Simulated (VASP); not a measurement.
Crystal: MgO.

```
CELL_PARAMETERS angstrom
2.97833 0.00000 0.00000
0.00000 2.97833 0.00000
0.00000 0.00000 4.21200
ATOMIC_POSITIONS crystal
Mg 0.00000 0.00000 0.00000
Mg 0.50000 0.50000 0.50000
O 0.50000 0.50000 0.00000
O 0.00000 0.00000 0.50000
```

| Item | Value |
| --- | --- |
| Program | VASP 6.6.1 |
| Task | relaxation of cell and atoms |
| Functional | PBE |
| Potentials or basis | VASP PAW PBE potentials, release 64 (Mg, O) |
| Cutoff | 600 eV |
| k mesh | 8 × 8 × 6 |
| Occupations | gaussian, width 0.01 eV |
| Spin | no spin polarisation |

At the start: pressure 3.7 GPa; volume 9.34 Å³/atom.

Problem. Where does the relaxation end?

Solution. Over 3 steps the energy falls by 2.5 meV/atom and the volume is 9.56 Å³/atom (+2.4 %); space group Fm-3m (No. 225, to 0.05 Å).

Step by step:
| step | energy change (eV) | largest force (eV/Å) | pressure (GPa) | volume (Å³) |
| --- | --- | --- | --- | --- |
| 1 | 0.0000 | 0.0000 | 3.69 | 37.36 |
| 2 | -0.0090 | 0.0000 | -1.12 | 38.54 |
| 3 | -0.0100 | 0.0000 | 0.02 | 38.25 |

Final structure:
```
CELL_PARAMETERS angstrom
3.00167 0.00000 0.00000
0.00000 3.00167 0.00000
0.00000 0.00000 4.24499
ATOMIC_POSITIONS crystal
Mg 0.00000 0.00000 0.00000
Mg 0.50000 0.50000 0.50000
O 0.50000 0.50000 0.00000
O 0.00000 0.00000 0.50000
```
